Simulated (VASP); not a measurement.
Ge, 2 atoms in the cell. The structure is cubic, space group Fd-3m (No. 227). The conventional cell has a = 6.128 Å, b = 6.128 Å, c = 6.128 Å, α = 90.00°, β = 90.00°, γ = 90.00°. Ge (site symmetry -43m) has 4 Ge at 2.65 Å within 3.5 Å.  This cell differs from its parent crystal: Sn replaced by Ge, lengths x 0.918, strained.

| Quantity | Value |
| --- | --- |
| Program | VASP 6.6.1 |
| Task | single point |
| Functional | PBEsol |
| Potentials or basis | VASP PAW PBE potentials, release 64 (Ge_d) |
| Cutoff | 520 eV |
| k mesh | 6 × 6 × 6 |
| Occupations | gaussian, width 0.1 eV |
| Spin | no spin polarisation |
| Dipole correction | no |
| Further INCAR settings | ALGO = Normal; EDIFF = 1e-06; NBANDS = 21 |

Potentials or basis: VASP PAW PBE potentials, release 64 (Ge_d).

Command:

```sh
$ cat potpaw_PBE.64/Ge_d/POTCAR > POTCAR
$ mpirun -np 1 vasp_std > vasp.out
```

Hardware: 1 thread of Intel(R) Xeon(R) Platinum 8488C (Sapphire Rapids), on a shared host.

Task: How long does it take, and how much memory?

Result: Wall time 11 s on 1 thread of Intel(R) Xeon(R) Platinum 8488C (Sapphire Rapids), on a shared host, peak memory 0.17 GiB. Counts: scf iterations 12, k points 16.
